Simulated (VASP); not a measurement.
Set up this calculation in VASP 6.6.1, as the native input.

| Quantity | Value |
| --- | --- |
| Task | single point |
| Functional | PBE |
| Potentials or basis | VASP PAW PBE potentials, release 64 (Be, Te) |
| Cutoff | 520 eV |
| k mesh | 6 × 6 × 6 |
| Occupations | gaussian, width 0.01 eV |
| Spin | no spin polarisation |
| Dipole correction | no |
| Further INCAR settings | ALGO = Normal; EDIFF = 1e-06; NBANDS = 11 |

The structure of BeTe lies in POSCAR:

```
BeTe
1.0
    0.0000000000      2.8286236224      2.8286236224
    2.8286236224      0.0000000000      2.8286236224
    2.8286236224      2.8286236224      0.0000000000
Be Te
1 1
Direct
    0.0000000000      0.0000000000      0.0000000000
    0.2500000000      0.2500000000      0.2500000000
```

The input as run:

INCAR

```
SYSTEM = BeTe
PREC     = Accurate       ! precision mode
ENCUT    = 520            ! plane-wave cutoff, eV
EDIFF    = 1E-6           ! SCF threshold, eV
ISMEAR   = 0              ! smearing method
SIGMA    = 0.01           ! smearing width, eV
LREAL    = .False.        ! projectors in reciprocal space
LASPH    = .True.         ! aspherical terms in the spheres
NELM     = 80             ! most SCF steps
ALGO     = Normal         ! electronic algorithm
ISIF     = 2              ! what is computed and relaxed
LWAVE    = .False.        ! write WAVECAR
LCHARG   = .False.        ! write CHGCAR
GGA      = PE             ! functional
NBANDS   = 11             ! bands
```

KPOINTS

```
Automatic mesh
0
Gamma
  6 6 6
  0 0 0
```

Potentials or basis: VASP PAW PBE potentials, release 64 (Be, Te).

Command:

```sh
$ cat potpaw_PBE.64/Be/POTCAR potpaw_PBE.64/Te/POTCAR > POTCAR
$ mpirun -np 1 vasp_std > vasp.out
```

Results of the run:

```yaml
Pressure: 0.4 GPa
Band_gap_on_the_k_mesh: 2.01 eV (least direct gap 3.62 eV)
```

Caveat: spin-orbit coupling is left out, which moves the levels of the heavy elements.

Wall time 8.4 s on 1 thread of AMD EPYC 7R43 64-Core Processor (Zen 3), on a shared host, peak memory 0.13 GiB.
